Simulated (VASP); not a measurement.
SnO2: relaxation of cell and atoms with PBE

Crystal: SnO2.

```
Sn O
1.0
     4.82142    0.00000    0.00000
     0.00000    4.82142    0.00000
     0.00000    0.00000    3.23780
Sn O
2 4
Cartesian
  0.0000 0.0000 0.0000
  2.4107 2.4107 1.6189
  1.4762 1.4762 0.0000
  0.9345 3.8869 1.6189
  3.3453 3.3453 0.0000
  3.8869 0.9345 1.6189
```

```yaml
Program: VASP 6.6.1
Task: relaxation of cell and atoms
Functional: PBE
Potentials_or_basis: VASP PAW PBE potentials, release 64 (Sn_d, O)
Cutoff: 600 eV
k_mesh: 6 × 6 × 8
Occupations: gaussian, width 0.02 eV
Spin: no spin polarisation
Dipole_correction: no
Further_INCAR_settings: ALGO = Normal; EDIFF = 1e-07; IBRION = 2; EDIFFG = -0.002; NSW = 100; ISIF = 3
```

```
Relaxed volume                        : 12.60 Å³/atom
Relaxed cell                          : a = 4.829 Å, b = 4.829 Å, c = 3.242 Å, α = 90.00°, β = 90.00°, γ = 90.00°
Space group after relaxing (to 0.1 Å) : P4_2/mnm (No. 136)
Energy gained by relaxing             : 0.2 meV/atom
Ionic steps                           : 4
Pressure after relaxing               : 0.0 GPa
Band gap on the k mesh                : 0.64 eV
```

The path:
```
step  energy change (eV)  largest force (eV/Å)  pressure (GPa)  volume (Å³)
   1              0.0000                0.0346            0.78        75.27
   2             -0.0001                0.0313           -0.78        75.94
   3             -0.0009                0.0327           -0.04        75.61
   4             -0.0010                0.0013            0.01        75.62
```

Final structure:
```xyz
6
Lattice="4.8295 0.0000 0.0000 0.0000 4.8295 0.0000 0.0000 0.0000 3.2422" Properties=species:S:1:pos:R:3 pbc="T T T"
Sn    0.0000    0.0000    0.0000
Sn    2.4147    2.4147    1.6211
O     1.4803    1.4803    3.2422
O     0.9344    3.8950    1.6211
O     3.3491    3.3491    0.0000
O     3.8950    0.9344    1.6211
```

Levels at points of the mesh, in eV from the valence-band top:
```
           k point  band 23  band 24  band 25  band 26  band 27  band 28  band 29  band 30
(0.00, 0.00, 0.00)    -1.26    -0.74    -0.74     0.00     0.64     5.66     6.04     6.04
(0.50, 0.00, 0.00)    -1.21    -1.21    -0.60    -0.60     3.86     3.86     6.79     6.79
(0.50, 0.50, 0.00)    -1.33    -1.33    -0.85    -0.85     4.25     4.25     7.13     7.13
(0.00, 0.00, 0.50)    -1.52    -1.52    -1.18    -1.18     5.56     5.56     9.35     9.35
(0.50, 0.00, 0.50)    -1.01    -1.01    -0.75    -0.75     5.82     5.82     7.59     7.59
(0.50, 0.50, 0.50)    -0.91    -0.91    -0.78    -0.78     4.32     4.32     8.60     8.60
```

It took 4.6 min on 1 thread of AMD EPYC 7R13 Processor (Zen 3), with other jobs on the host, peak memory 0.25 GiB.

Caveat: spin-orbit coupling is left out, which moves the levels of the heavy elements. Zero-point motion and thermal expansion aren't in these numbers.
